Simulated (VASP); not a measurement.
# NiO (Fm-3m) in VASP: single point with r2SCAN

Aim: the single point of NiO with r2SCAN.

Program: VASP 6.6.1. These are calculated values, not measurements. Logs are shortened: lines on timing, memory, paths and dates and some standing lists are left out, and cuts for length are marked.

**1. The cell of the first run**

Symmetry: Fm-3m, No. 225, cubic system. Conventional cell: a = 4.162 Å, b = 4.162 Å, c = 4.162 Å, α = 90.00°, β = 90.00°, γ = 90.00°. Ni (site symmetry m-3m) has 6 O at 2.08 Å within 2.8 Å. Within 2.8 Å of O (site symmetry m-3m) lie 6 Ni at 2.08 Å.

**2. Single point, r2SCAN**

The input, POSCAR:

```
NiO
1.0
    0.0000000000      2.0808300000      2.0808300000
    2.0808300000      0.0000000000      2.0808300000
    2.0808300000      2.0808300000      0.0000000000
Ni O
1 1
Direct
    0.0000000000      0.0000000000      0.0000000000
    0.5000000000      0.5000000000      0.5000000000
```

The input, INCAR.step1:

```
  PREC = Accurate
  ENCUT = 660
  ISMEAR = -1
  SIGMA = 0.1
  LREAL = F
  LASPH = T
  NELM = 120
  NBANDS = 15
  GGA = PE
  ALGO = Normal
  EDIFF = 1E-5
  LWAVE = T
  LCHARG = F
  GGA_COMPAT = F
```

The input, INCAR.step2:

```
  PREC = Accurate
  ENCUT = 660
  EDIFF = 1E-6
  ISMEAR = -1
  SIGMA = 0.1
  LREAL = F
  LASPH = T
  NELM = 120
  ALGO = Normal
  ISIF = 2
  LWAVE = F
  LCHARG = T
  METAGGA = R2SCAN
  LMIXTAU = T
  LELF = T
  LVHAR = T
  NBANDS = 15
  ISTART = 1
  GGA_COMPAT = F
```

The input, KPOINTS:

```
regular mesh
0
Gamma
  2 2 2
```

Potentials or basis: VASP PAW PBE potentials, release 64 (Ni, O).

Run with:

```sh
cat potpaw_PBE.64/Ni/POTCAR potpaw_PBE.64/O/POTCAR > POTCAR
cp INCAR.step1 INCAR
mpirun -np 1 vasp_std > vasp.out
cp INCAR.step2 INCAR
mpirun -np 1 vasp_std > vasp.out
```

OUTCAR:

```text
PREC = Accurate
   ENCUT = 660
   EDIFF = 1E-6
   ISMEAR = -1
   LREAL = F
   LASPH = T
   NELM = 120
   ISIF = 2
   METAGGA = R2SCAN
   ISTART = 1

 ion  position               nearest neighbor table
   1  0.000  0.000  0.000-   2 2.08   2 2.08   2 2.08   2 2.08   2 2.08   2 2.08
   2  0.500  0.500  0.500-   1 2.08   1 2.08   1 2.08   1 2.08   1 2.08   1 2.08

  LATTYP: Found a face centered cubic cell.
 ALAT       =     4.1616600000

  Lattice vectors:

 A1 = (   0.0000000000,   2.0808300000,   2.0808300000)
 A2 = (   2.0808300000,   0.0000000000,   2.0808300000)
 A3 = (   2.0808300000,   2.0808300000,   0.0000000000)

Analysis of symmetry for initial positions (statically):
=====================================================================
 Subroutine PRICEL returns:
 Original cell was already a primitive cell.

 Routine SETGRP: Setting up the symmetry group for a
 face centered cubic supercell.

 Subroutine GETGRP returns: Found 48 space group operations
 (whereof 48 operations were pure point group operations)
 out of a pool of 48 trial point group operations.

The static configuration has the point symmetry O_h .

Analysis of symmetry for dynamics (positions and initial velocities):
=====================================================================
 Subroutine PRICEL returns:
 Original cell was already a primitive cell.

 Routine SETGRP: Setting up the symmetry group for a
 face centered cubic supercell.

 Subroutine GETGRP returns: Found 48 space group operations
 (whereof 48 operations were pure point group operations)
 out of a pool of 48 trial point group operations.

The dynamic configuration has the point symmetry O_h .

 Subroutine INISYM returns: Found 48 space group operations
 (whereof 48 operations are pure point group operations),
 and found     1 'primitive' translations

----------------------------------------------------------------------------------------

                                     Primitive cell

  volume of cell :      18.0194

  direct lattice vectors                    reciprocal lattice vectors
     0.000000000  2.080830000  2.080830000    -0.240288731  0.240288731  0.240288731
     2.080830000  0.000000000  2.080830000     0.240288731 -0.240288731  0.240288731
     2.080830000  2.080830000  0.000000000     0.240288731  0.240288731 -0.240288731

  length of vectors
     2.942738007  2.942738007  2.942738007     0.416192290  0.416192290  0.416192290

  position of ions in fractional coordinates (direct lattice)
     0.000000000  0.000000000  0.000000000
     0.500000000  0.500000000  0.500000000

  ion indices of the primitive-cell ions
   primitive index   ion index
                 1           1
                 2           2

----------------------------------------------------------------------------------------

 KPOINTS: regular mesh

Automatic generation of k-mesh.
 Grid dimensions read from file:
 generate k-points for:    2    2    2

 Generating k-lattice:

  Cartesian coordinates                     Fractional coordinates (reciprocal lattice)
    -0.120144365  0.120144365  0.120144365     0.500000000  0.000000000  0.000000000
     0.120144365 -0.120144365  0.120144365     0.000000000  0.500000000  0.000000000
     0.120144365  0.120144365 -0.120144365     0.000000000  0.000000000  0.500000000

  Length of vectors
     0.208096145  0.208096145  0.208096145

  Shift w.r.t. Gamma in fractional coordinates (k-lattice)
     0.000000000  0.000000000  0.000000000

 Subroutine IBZKPT returns following result:
 ===========================================

 Found      3 irreducible k-points:

 Following reciprocal coordinates:
            Coordinates               Weight
  0.000000  0.000000  0.000000      1.000000
  0.500000  0.000000  0.000000      4.000000
  0.500000  0.500000  0.000000      3.000000
   k-points           NKPTS =      3   k-points in BZ     NKDIM =      3   number of bands    NBANDS=     15
   number of dos      NEDOS =    301   number of ions     NIONS =      2
   total plane-waves  NPLWV =  21952
   dimension x,y,z NGX =    28 NGY =   28 NGZ =   28
   dimension x,y,z NGXF=    56 NGYF=   56 NGZF=   56
   ions per type =               1   1
   NGX,Y,Z   is equivalent  to a cutoff of  15.82, 15.82, 15.82 a.u.
   NGXF,Y,Z  is equivalent  to a cutoff of  31.64, 31.64, 31.64 a.u.
 SYSTEM =  unknown system
   PREC   = accura    normal or accurate (medium, high low for compatibility)
   ISTART =      1    job   : 0-new  1-cont  2-samecut
   ICHARG =      0    charge: 1-file 2-atom 10-const
   ISPIN  =      1    spin polarized calculation?
   LNONCOLLINEAR =      F non collinear calculations
   LSORBIT =      F    spin-orbit coupling
   LASPH  =      T    aspherical Exc in radial PAW
   ENCUT  =  660.0 eV  48.51 Ry    6.96 a.u.   6.16  6.16  6.16*2*pi/ulx,y,z
   NELM   =    120;   NELMIN=  2; NELMDL=  0     # of ELM steps
   EDIFF  = 0.1E-05   stopping-criterion for ELM
   LREAL  =      F    real-space projection
   EDIFFG = 0.1E-04   stopping-criterion for IOM
   NSW    =      0    number of steps for IOM
   IBRION =     -1    ionic relax: 0-MD 1-quasi-New 2-CG
   NFREE  =      0    steps in history (QN), initial steepest desc. (CG)
   ISIF   =      2    stress and relaxation
   ISYM   =      2    0-nonsym 1-usesym 2-fastsym
   POTIM  = 0.5000    time-step for ionic-motion
   TEBEG  =    0.0;   TEEND  =   0.0 temperature during run
   PSTRESS=    0.0 pullay stress
   NELECT =      16.0000    total number of electrons
   NUPDOWN=      -1.0000    fix difference up-down
   EMIN   =  10.00;   EMAX   =-10.00  energy-range for DOS
   EFERMI =   0.00;   METHOD = LEGACY
   ISMEAR =    -1;   SIGMA  =   0.10  broadening in eV -4-tet -1-fermi 0-gaus
   EFERMI_NEDOS =   21; number of points for ismear=-14 and -15
   IALGO  =     38    algorithm
   IMIX   =      4    mixing-type and parameters
     AMIX     =   0.40;   BMIX     =  1.00
     AMIX_MAG =   1.60;   BMIX_MAG =  1.00
  volume/ion in A,a.u.               =       9.01        60.80
  Fermi-wavevector in a.u.,A,eV,Ry     =   1.573505  2.973494 33.686925  2.475919
  Thomas-Fermi vector in A             =   2.674780
   LORBIT       =      0    0 simple, 1 ext, 2 COOP (PROOUT), +10 PAW based schemes
   METAGGA = R2SCAN    functional components
   LHFCALC =     F    Hartree Fock is set to
   AEXX    =    0.0000 exact exchange contribution
   IVDW    =     0    specifies the selected vdW correction
   LEPSILON=     F    determine dielectric tensor
   LRPA    =     F    only Hartree local field effects (RPA)
 non-spin polarized calculation
  energy-cutoff  :      660.00
  volume of cell :       18.02
 maximum number of plane-waves:       701
 NGX is ok and might be reduce to    28
   NGX = 13   NGY = 13   NGZ = 13

 number of electron      15.9999997 magnetization

 Free energy of the ion-electron system (eV)
  ---------------------------------------------------
  ext. energy  EPLUGINS =         0.00000000
  ---------------------------------------------------
  free energy    TOTEN  =       -19.65573011 eV

  energy without entropy =      -19.65546758  energy(sigma->0) =      -19.65559884

 E-fermi :   8.5979     XC(G=0): -13.4287

 val. band max:        7.7279290463   @ k =   0.5000   0.5000   0.0000
 cond. band min:       9.5634572919   @ k =   0.5000   0.0000   0.0000
 fundamental gap:      1.8355282456
 Fermi energy:         8.5978807359

 k-point     1 :       0.0000    0.0000    0.0000
  band No.  band energies     occupation
      1     -13.8410      2.00000
      2       4.4742      2.00000
      3       4.4742      2.00000
      4       4.4742      2.00000
      5       6.0598      2.00000
      6       6.0598      2.00000
      7       6.0598      2.00000
      8       6.7730      2.00000
      9       6.7731      2.00000
     10      10.0878      0.00000
     11      26.5224      0.00000
     12      27.7832      0.00000
     13      27.7832      0.00000
     14      27.7832      0.00000
     15      31.8126      0.00000

 k-point     2 :       0.5000    0.0000    0.0000
  band No.  band energies     occupation
      1     -12.5199      2.00000
      2      -0.6032      2.00000
      3       2.2331      2.00000
      4       2.2331      2.00000
      5       6.9192      2.00000
      6       6.9192      2.00000
      7       7.2667      2.00000
      8       9.5635      0.00013
      9       9.5635      0.00013
     10      14.1663      0.00000
     11      18.8633      0.00000
     12      22.9430      0.00000
     13      22.9430      0.00000
     14      30.4567      0.00000
     15      35.1203      0.00000

 k-point     3 :       0.5000    0.5000    0.0000
  band No.  band energies     occupation
      1     -12.4578      2.00000
      2       0.5959      2.00000
      3       3.1746      2.00000
      4       3.1746      2.00000
      5       5.0878      2.00000
      6       7.1608      2.00000
      7       7.1608      2.00000
      8       7.1841      2.00000
      9       7.7279      1.99967
     10      15.0255      0.00000
     11      19.3427      0.00000
     12      20.9629      0.00000
     13      25.7967      0.00000
     14      25.7967      0.00000
     15      38.0213      0.00000

------------------------ aborting loop because EDIFF is reached ----------------------------------------

  FORCE on cell =-STRESS in cart. coord.  units (eV):
  Direction    XX          YY          ZZ          XY          YZ          ZX
  --------------------------------------------------------------------------------------
  -------------------------------------------------------------------------------------
  Total       -1.7022829     -1.7022829     -1.7022829     -0.0000000     -0.0000000     -0.0000000
  in kB     -151.3569997   -151.3569997   -151.3569997     -0.0000000     -0.0000000     -0.0000000
  external PRESSURE =    -151.3569997 kB  Pullay stress =       0.0000000 kB

 VOLUME and BASIS-vectors are now :
 -----------------------------------------------------------------------------
  energy-cutoff  :      660.00
  volume of cell :       18.02
      direct lattice vectors                 reciprocal lattice vectors
     0.000000000  2.080830000  2.080830000    -0.240288731  0.240288731  0.240288731
     2.080830000  0.000000000  2.080830000     0.240288731 -0.240288731  0.240288731
     2.080830000  2.080830000  0.000000000     0.240288731  0.240288731 -0.240288731

 POSITION                                       TOTAL-FORCE (eV/Angst)
 -----------------------------------------------------------------------------------
      0.00000      0.00000      0.00000         0.000000     -0.000000     -0.000000
      2.08083      2.08083      2.08083        -0.000000      0.000000      0.000000
 -----------------------------------------------------------------------------------
    total drift:                                0.000000      0.000000      0.000000

  FREE ENERGIE OF THE ION-ELECTRON SYSTEM (eV)
  ---------------------------------------------------
  free  energy   TOTEN  =       -19.6557301088 eV

  energy  without entropy=      -19.6554675787  energy(sigma->0) =      -19.65559884
```

Run time: 34 s. Hardware: 1 thread of Intel Xeon 8259CL, shared host; peak memory 0.16 GiB.

Results:

| Property | Result |
| --- | --- |
| Free energy | -19.6557 eV |
| Pressure | -15.1 GPa |
| Band gap on the k mesh | zero (band 8 reaches 9.56 eV, above the bottom of band 9 at 6.77 eV) |

Levels at points of the mesh, in eV from the Fermi level:
```csv
k point,band 6,band 7,band 8,band 9,band 10,band 11,band 12,band 13
"(0.00, 0.00, 0.00)",-2.54,-2.54,-1.82,-1.82,1.49,17.92,19.19,19.19
"(0.50, 0.00, 0.00)",-1.68,-1.33,0.97,0.97,5.57,10.27,14.35,14.35
"(0.50, 0.50, 0.00)",-1.44,-1.44,-1.41,-0.87,6.43,10.74,12.37,17.20
```

Caveat: the k points lie up to 1.31 Å⁻¹ apart; the PAW data sets were made with another functional, which shifts forces and pressure a little; the run has no spin polarisation, though such a crystal can be magnetic; semilocal functionals often make such compounds metallic where correlation or magnetic order opens a gap, which also shifts bond lengths.
